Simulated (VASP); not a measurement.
Wanted: the native input for a VASP 6.6.1 run.

- Task: single point
- Functional: PBEsol
- Potentials or basis: VASP PAW PBE potentials, release 64 (C)
- Cutoff: 520 eV
- k mesh: 12 × 12 × 2
- Occupations: fermi-dirac, width 0.05 eV
- Spin: no spin polarisation
- Dipole correction: no
- Further INCAR settings: ALGO = Normal; EDIFF = 1e-06; NBANDS = 16

The structure of C lies in POSCAR:

```
C
1.0
    2.4885499956      0.0000000000      0.0000000000
   -1.2442749978      2.1551475148      0.0000000000
    0.0000000000      0.0000000000     24.4515486963
C
4
Direct
    0.6666666667      0.3333333333      0.5704754400
    0.3333333333      0.6666666667      0.4295245600
    0.0000000000      0.0000000000      0.4295312300
    0.0000000000      0.0000000000      0.5704687700
```

These files were run (other wordings do the same):

INCAR

```
PREC     = Accurate       # precision mode
ENCUT    = 520            # plane-wave cutoff, eV
EDIFF    = 1E-6           # SCF threshold, eV
ISMEAR   = -1             # smearing method
SIGMA    = 0.05           # smearing width, eV
LREAL    = F              # projectors in reciprocal space
LASPH    = T              # aspherical terms in the spheres
NELM     = 80             # most SCF steps
ALGO     = Normal         # electronic algorithm
ISIF     = 2              # what is computed and relaxed
LWAVE    = F              # write WAVECAR
LCHARG   = F              # write CHGCAR
GGA      = PS             # functional
NBANDS   = 16             # bands
```

KPOINTS

```
Automatic mesh
0
Gamma
  12 12 2
```

Potentials or basis: VASP PAW PBE potentials, release 64 (C).

Command:

```bash
$ cat potpaw_PBE.64/C/POTCAR > POTCAR
$ mpirun -np 1 vasp_std > vasp.out
```

It gave:

* Largest force: 0.017 eV/Å
* Band gap on the k mesh: zero (filled and empty bands touch)

Caveat: the PAW data sets were made with another functional, which shifts forces and pressure a little.

It took 110 s on 1 thread of AMD EPYC 9R45 (Zen 5) (shared host), peak memory 0.22 GiB.
